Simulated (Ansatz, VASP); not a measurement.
One calculation of AgI, two programs

The input INCAR:

```
PREC     = Accurate       # precision mode
ENCUT    = 500            # plane-wave cutoff, eV
EDIFF    = 1E-6           # SCF threshold, eV
ISMEAR   = 0              # smearing method
SIGMA    = 0.01           # smearing width, eV
LREAL    = F              # projectors in reciprocal space
LASPH    = T              # aspherical terms in the spheres
NELM     = 120            # most SCF steps
ALGO     = Normal         # electronic algorithm
ISIF     = 2              # what is computed and relaxed
LWAVE    = F              # write WAVECAR
LCHARG   = F              # write CHGCAR
NBANDS   = 16             # bands
GGA_COMPAT= F
```

Contents of KPOINTS:

```
Automatic mesh
0
Gamma
  4 4 4
```

File POSCAR:

```
AgI
1.0
    0.0000000000      3.2365000000      3.2365000000
    3.2365000000      0.0000000000      3.2365000000
    3.2365000000      3.2365000000      0.0000000000
Ag I
1 1
Direct
    0.0000000000      0.0000000000      0.0000000000
    0.2500000000      0.2500000000      0.2500000000
```

Input for Ansatz:

```yaml
crystal:
  lattice:
    - [0.0, 3.2365, 3.2365]
    - [3.2365, 0.0, 3.2365]
    - [3.2365, 3.2365, 0.0]
  atoms:
    - { symbol: Ag, position: [0.0, 0.0, 0.0] }
    - { symbol: I, position: [0.25, 0.25, 0.25] }
basis:
  ecutwfc: 500.0
kpoints:
  mp_grid:
    grid: [4, 4, 4]
hamiltonian:
  xc: lda
scf:
  convergence:
    dr2_threshold: 1.0e-07
  occupations:
    method: fixed
output:
  stress: true
```

Alike in both runs: task single point; functional LDA; k mesh 4 × 4 × 4; no spin polarisation.

```csv
,VASP,Ansatz
version,VASP 6.6.1,Ansatz 0.2.0
potentials or method,"VASP PAW LDA potentials, release 64 (Ag, I), cutoff 500 eV","plane waves, PAW"
occupations,"gaussian, width 0.01 eV",fixed
valence electrons in the cell,18,36
```

|  | VASP | Ansatz | Ansatz less VASP |
| --- | --- | --- | --- |
| pressure (GPa) | -1.9 | -1.9 | -0.01 |

LDA's correlation is that of Perdew and Zunger in VASP and of Perdew and Wang (1992) in Ansatz. VASP's potentials hold 18 valence electrons a cell and Ansatz's 36, so a difference there can come from the potentials and not from the codes. Ansatz's warnings: stress scf threshold loose.

The k mesh is coarse, so the values compare programs but aren't converged. Spin-orbit coupling is off throughout.
